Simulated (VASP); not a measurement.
Write the native input for VASP 6.6.1 that does the following.

| Property | Result |
| --- | --- |
| Task | single point |
| Functional | r2SCAN |
| Potentials or basis | VASP PAW PBE potentials, release 64 (Nb_sv, Si) |
| Cutoff | 550 eV |
| k mesh | 8 × 8 × 8 |
| Occupations | fermi-dirac, width 0.05 eV |
| Spin | no spin polarisation |
| Dipole correction | no |
| Further INCAR settings | ALGO = Normal; EDIFF = 1e-06; NBANDS = 16 |

Crystal: NbSi.

```
CELL_PARAMETERS angstrom
3.11661 0.00000 0.00000
0.00000 3.11661 0.00000
0.00000 0.00000 3.11661
ATOMIC_POSITIONS crystal
Nb 0.00000 0.00000 0.00000
Si 0.50000 0.50000 0.50000
```

These files were run (other wordings do the same):

POSCAR

```
NbSi
1.0
    3.1166088225      0.0000000000      0.0000000000
    0.0000000000      3.1166088225      0.0000000000
    0.0000000000      0.0000000000      3.1166088225
Nb Si
1 1
Direct
    0.0000000000      0.0000000000      0.0000000000
    0.5000000000      0.5000000000      0.5000000000
```

INCAR.step1

```
PREC = Accurate
ENCUT = 550
ISMEAR = -1
SIGMA = 0.05
LREAL = F
LASPH = T
NELM = 120
NBANDS = 16
GGA = PE
ALGO = Normal
EDIFF = 1E-5
LWAVE = T
LCHARG = F
GGA_COMPAT = F
```

INCAR.step2

```
PREC = Accurate
ENCUT = 550
EDIFF = 1E-6
ISMEAR = -1
SIGMA = 0.05
LREAL = F
LASPH = T
NELM = 120
ALGO = Normal
ISIF = 2
LWAVE = F
LCHARG = F
METAGGA = R2SCAN
LMIXTAU = T
NBANDS = 16
ISTART = 1
GGA_COMPAT = F
```

KPOINTS

```
regular mesh
0
Gamma
  8 8 8
```

Potentials or basis: VASP PAW PBE potentials, release 64 (Nb_sv, Si).

The run is started by

```sh
$ cat potpaw_PBE.64/Nb_sv/POTCAR potpaw_PBE.64/Si/POTCAR > POTCAR
$ cp INCAR.step1 INCAR
$ mpirun -np 1 vasp_std > vasp.out
$ cp INCAR.step2 INCAR
$ mpirun -np 1 vasp_std > vasp.out
```

Results of the run:

| Property | Result |
| --- | --- |
| Pressure | 4.8 GPa |

Caveat: the PAW data sets were made with another functional, which shifts forces and pressure a little.

It took 28 s on 1 thread of Intel(R) Xeon(R) Platinum 8488C (Sapphire Rapids), on a shared host, peak memory 0.15 GiB.
